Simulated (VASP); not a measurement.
Wanted: the native input for a VASP 6.6.1 run.

```
Task                   : relaxation of cell and atoms
Functional             : PBE
Potentials or basis    : VASP PAW PBE potentials, release 64 (B, P)
Cutoff                 : 500 eV
k mesh                 : 4 × 4 × 4
Occupations            : gaussian, width 0.2 eV
Spin                   : no spin polarisation
Dipole correction      : no
Further INCAR settings : ALGO = Normal; EDIFF = 1e-07; IBRION = 2; EDIFFG = -0.08; NSW = 36; ISIF = 3
```

The structure of B5P lies in POSCAR:

```
B5P
1.0
    3.7000000000      0.0000000000      0.0000000000
    0.0000000000      3.7000000000      0.0000000000
    0.0000000000      0.0000000000      4.4000000000
B P
5 1
Direct
    0.5000000000      0.5000000000      0.2200000000
    0.5000000000      0.2100000000      0.4500000000
    0.2100000000      0.5000000000      0.4500000000
    0.5000000000      0.7900000000      0.4500000000
    0.7900000000      0.5000000000      0.4500000000
    0.5000000000      0.5000000000      0.7900000000
```

These files were run (other wordings do the same):

INCAR

```
PREC     = Accurate       # precision mode
ENCUT    = 500            # plane-wave cutoff, eV
EDIFF    = 1E-7           # SCF threshold, eV
ISMEAR   = 0              # smearing method
SIGMA    = 0.2            # smearing width, eV
LREAL    = False          # projectors in reciprocal space
LASPH    = True           # aspherical terms in the spheres
NELM     = 120            # most SCF steps
ALGO     = Normal         # electronic algorithm
ISIF     = 3              # what is computed and relaxed
LWAVE    = False          # write WAVECAR
LCHARG   = False          # write CHGCAR
GGA      = PE             # functional
IBRION   = 2              # ionic algorithm
NSW      = 36             # ionic steps
EDIFFG   = -0.08          # ionic threshold
GGA_COMPAT= False        
NELMIN   = 4
```

KPOINTS

```
Automatic mesh
0
Gamma
  4 4 4
```

Potentials or basis: VASP PAW PBE potentials, release 64 (B, P).

The run is started by

```bash
$ cat potpaw_PBE.64/B/POTCAR potpaw_PBE.64/P/POTCAR > POTCAR
$ mpirun -np 1 vasp_std > vasp.out
```

Results of the run:

The relaxed volume is 13.48 Å³/atom. The relaxed cell is a = 4.280 Å, b = 4.280 Å, c = 4.415 Å, α = 90.00°, β = 90.00°, γ = 90.00° and the space group after relaxing (to 0.1 Å) is P4mm (No. 99). The pressure after relaxing is -0.1 GPa, the largest force after relaxing is 0.046 eV/Å and the band gap on the k mesh is 0.87 eV (least direct gap 1.09 eV).

Caveat: the k points lie up to 0.37 Å⁻¹ apart in the final cell; the volume moved by over 15 % at a fixed basis, so the end points are rough; the relaxation stopped at a loose force limit of 0.08 eV/Å, so its end isn't a converged minimum.

Wall time 5.1 min on 1 thread of Intel Xeon 8259CL (shared host), peak memory 0.17 GiB.
